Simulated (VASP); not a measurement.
Runs of VASP 6.6.1 on Au. The structure is that of space group P6/mmm (No. 191), or close to it. The cells are those of the table. This isn't the form of Au at room conditions, which is fcc.

| task | level | potentials or basis | cell | cutoff (eV) | smearing | gap on the mesh (eV) | pressure (GPa) |
| --- | --- | --- | --- | --- | --- | --- | --- |
| single point | PBE | VASP PAW PBE potentials, release 64 (Au) | a = 2.823, b = 2.823, c = 2.802 Å, angles 90.0, 90.0, 120.0°, 1 atom | 520 | fermi-dirac 0.08 eV | none | -0.2 |
| relaxation of shape and atoms at fixed volume | PBE | VASP PAW PBE potentials, release 64 (Au) | relaxed from a = 2.483, b = 2.483, c = 2.464 Å, angles 90.0, 90.0, 120.0°, 1 atom | 600 | fermi-dirac 0.08 eV | none | 140.4 |
| single point | PBE+D3(BJ) | VASP PAW PBE potentials, release 64 (Au) | a = 2.265, b = 2.265, c = 2.177 Å, angles 90.0, 90.0, 120.0°, 1 atom | 500 | gaussian 0.005 eV | none | (a) |
| relaxation of shape and atoms at fixed volume | PBE | VASP PAW PBE potentials, release 64 (Au) | relaxed from a = 2.241, b = 2.241, c = 2.224 Å, angles 90.0, 90.0, 120.0°, 1 atom | 600 | fermi-dirac 0.08 eV | none | 572.5 |
| single point | PBE | VASP PAW PBE potentials, release 64 (Au_sv_GW) | a = 2.265, b = 2.265, c = 2.177 Å, angles 90.0, 90.0, 120.0°, 1 atom | 540 | fermi-dirac 0.08 eV | none | 575.3 |

Alike in all rows: no spin polarisation; k mesh 15 × 15 × 14.

Task: Fill in the values left out.

Result: (a) 551.9.

Caveats: spin-orbit coupling is left out, which moves the levels of the heavy elements; the cell stands under pressure (at least some runs); three body term missing (at least some runs); the dispersion term is far too large for a dense solid, which distorts pressure and volume (at least some runs).

A k mesh can miss the band edges, and the runs leave out spin-orbit coupling on Au.

A gap of «none» marks levels without a gap at the run's occupations.

The runs don't all hold the same shells in valence.
